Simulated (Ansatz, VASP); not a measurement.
# One calculation of BAs, two programs

```
B As
1.0
     0.00000    2.18420    2.18420
     2.18420    0.00000    2.18420
     2.18420    2.18420    0.00000
B As
1 1
Direct
  0.00000 0.00000 0.00000
  0.75000 0.75000 0.75000
```

Alike in both runs: task single point; functional PBE; k mesh 10 × 10 × 10; occupations gaussian, width 0.02 eV; no spin polarisation.

|  | VASP | Ansatz |
| --- | --- | --- |
| version | VASP 6.6.1 | Ansatz 0.2.0 |
| potentials or method | VASP PAW PBE potentials, release 64 (B, As), cutoff 500 eV | scalar-relativistic, plane waves, PAW |
| valence electrons in the cell | 8 | 18 |

```csv
,VASP,Ansatz,Ansatz less VASP
gap on the k mesh at the Fermi level (eV),0.88,0.89,+0.013
least direct gap on the mesh (eV),3.70,3.70,0.000
pressure (GPa),70.0,67.7,-2.31
```

Both programs put the cell under a high pressure, so it lies far from rest at this level. With one functional, cell and mesh, what is left measures potentials, basis and numerics. VASP's potentials hold 8 valence electrons a cell and Ansatz's 18, so a difference there can come from the potentials and not from the codes.

Noted on VASP's run: the cell as given lies far from equilibrium.
